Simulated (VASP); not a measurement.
Runs of VASP 6.6.1 on Ho3PRu. The structure is that of space group Pm-3m (No. 221), or close to it. The cells are those of the table. The cell was built from a structure type or drawn by symmetry, and may not be a known phase.

| task | spin | cell | k mesh | gap on the mesh (eV) | pressure (GPa) | relaxed volume (Å³/atom) |
| --- | --- | --- | --- | --- | --- | --- |
| single point | off | a = 5.169 Å, 5 atoms | 8 × 8 × 8 | none | (a) | - |
| relaxation of cell and atoms | off | relaxed from a = 5.166 Å, 5 atoms | 8 × 8 × 8 | none | 0.0 | 27.87 |
| relaxation of cell and atoms | off | relaxed from a = 4.800 Å, 5 atoms | 4 × 4 × 4 | none | -0.1 | 27.98 |
| single point | off | a = 5.166 Å, 5 atoms | 4 × 4 × 4 | none | 0.9 | - |
| single point | off | a = 4.800 Å, 5 atoms | 4 × 4 × 4 | none | 22.3 | - |
| single point | collinear, ferromagnetic start | a = 5.166 Å, 5 atoms | 4 × 4 × 4 | none | 0.9 | - |

Alike in all rows: level PBE; potentials or basis VASP PAW PBE potentials, release 64 (Ho_3, P, Ru_pv), 4f in core; cutoff (eV) 500; smearing gaussian 0.1 eV.

Task: Fill in the values left out.

Result: (a) 0.5.

Caveats: spin-orbit coupling is left out, which moves the levels of the heavy elements; the 4f electrons are frozen in the core, so they carry no moment and show no levels; the electronic state changed during the relaxation (at least some runs); the volume moved by over 15 % at a fixed basis, so the end points are rough (at least some runs); the cell stands under pressure (at least some runs); the magnetic or orbital state may not be the lowest (at least some runs).

A k mesh can miss the band edges, and the runs leave out spin-orbit coupling on Ho, Ru.

A gap of «none» marks levels without a gap at the run's occupations.
